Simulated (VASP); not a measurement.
Here is a VASP 6.6.1 calculation.

Contents of POSCAR:

```
CsBr
1.0
    4.2860000000      0.0000000000      0.0000000000
    0.0000000000      4.2860000000      0.0000000000
    0.0000000000      0.0000000000      4.2860000000
Cs Br
1 1
Direct
    0.0000000000      0.0000000000      0.0000000000
    0.5000000000      0.5000000000      0.5000000000
```

The input INCAR.step1:

```
PREC = Accurate
ENCUT = 550
ISMEAR = 0
SIGMA = 0.05
LREAL = F
LASPH = T
NELM = 120
NBANDS = 15
GGA = PE
ALGO = Normal
EDIFF = 1E-5
LWAVE = T
LCHARG = F
GGA_COMPAT = F
```

INCAR.step2

```
PREC = Accurate
ENCUT = 550
EDIFF = 1E-6
ISMEAR = 0
SIGMA = 0.05
LREAL = F
LASPH = T
NELM = 120
ALGO = Normal
ISIF = 2
LWAVE = F
LCHARG = T
METAGGA = R2SCAN
LMIXTAU = T
LELF = T
LVHAR = T
NBANDS = 15
ISTART = 1
GGA_COMPAT = F
```

The input KPOINTS:

```
regular mesh
0
Gamma
  6 6 6
```

Potentials or basis: VASP PAW PBE potentials, release 64 (Cs_sv, Br).

Launch:

```bash
$ cat potpaw_PBE.64/Cs_sv/POTCAR potpaw_PBE.64/Br/POTCAR > POTCAR
$ cp INCAR.step1 INCAR
$ mpirun -np 1 vasp_std > vasp.out
$ cp INCAR.step2 INCAR
$ mpirun -np 1 vasp_std > vasp.out
```

(1) Predict the pressure.

(2) Predict the band gap on the k mesh.

## Answers

(1) 0.5 GPa.

(2) 5.29 eV.

Caveat: the PAW data sets were made with another functional, which shifts forces and pressure a little; spin-orbit coupling is left out, which moves the levels of the heavy elements.
